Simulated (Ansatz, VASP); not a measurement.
# One calculation of BeS, two programs

Contents of POSCAR:

```
BeS
1.0
    0.0000000000      2.4250000000      2.4977500000
    2.4250000000      0.0000000000      2.4977500000
    2.4250000000      2.4250000000      0.0000000000
Be S
1 1
Direct
    0.0000000000      0.0000000000      0.0000000000
    0.7500000000      0.7500000000      0.7500000000
```

The input INCAR.step1:

```
SYSTEM = BeS
PREC = Accurate
ENCUT = 520
ISMEAR = 0
SIGMA = 0.05
LREAL = .False.
LASPH = .True.
NELM = 60
NBANDS = 11
GGA = PE
ALGO = Normal
EDIFF = 1E-4
LWAVE = .True.
LCHARG = .False.
```

The input INCAR.step2:

```
SYSTEM = BeS
PREC = Accurate
ENCUT = 520
EDIFF = 1E-6
ISMEAR = 0
SIGMA = 0.05
LREAL = .False.
LASPH = .True.
NELM = 60
ALGO = Normal
ISIF = 2
LWAVE = .False.
LCHARG = .False.
METAGGA = R2SCAN
LMIXTAU = .True.
NBANDS = 11
ISTART = 1
```

Contents of KPOINTS:

```
Automatic mesh
0
Gamma
  8 8 8
  0 0 0
```

Input for Ansatz:

```yaml
crystal:
  lattice:
    - [0.0, 2.425, 2.49775]
    - [2.425, 0.0, 2.49775]
    - [2.425, 2.425, 0.0]
  atoms:
    - { symbol: Be, position: [0.0, 0.0, 0.0] }
    - { symbol: S, position: [0.75, 0.75, 0.75] }
basis:
  ecutwfc: 500
kpoints:
  mp_grid: { grid: [8, 8, 8] }
hamiltonian:
  xc: r2scan
scf:
  occupations: { method: gaussian, width: 0.05 }
output:
  forces: true
  stress: true
  eigenvalues: true
```

Change from the starting cell: strain +0.000 along x and y, +0.030 along z, atoms carried along.

Alike in both runs: task single point; functional r2SCAN; k mesh 8 × 8 × 8; occupations gaussian, width 0.05 eV; no spin polarisation.

|  | VASP | Ansatz |
| --- | --- | --- |
| version | VASP 6.6.1 | Ansatz 0.2.0 |
| potentials or method | VASP PAW PBE potentials, release 64 (Be, S), cutoff 520 eV | scalar-relativistic, plane waves, PAW |
| valence electrons in the cell | 8 | 8 |

VASP gave:

- gap on the k mesh at the Fermi level (eV): 3.51
- least direct gap on the mesh (eV): 6.21
- pressure (GPa): -1.5
- traceless stress, the component that is largest in VASP (GPa): -2.04

Q: Estimate Ansatz's values.

A: gap on the k mesh at the Fermi level (eV): 3.50; least direct gap on the mesh (eV): 6.18; pressure (GPa): -1.7; traceless stress, the component that is largest in VASP (GPa): -2.07.

VASP's potentials were made for PBE, not for r2SCAN.
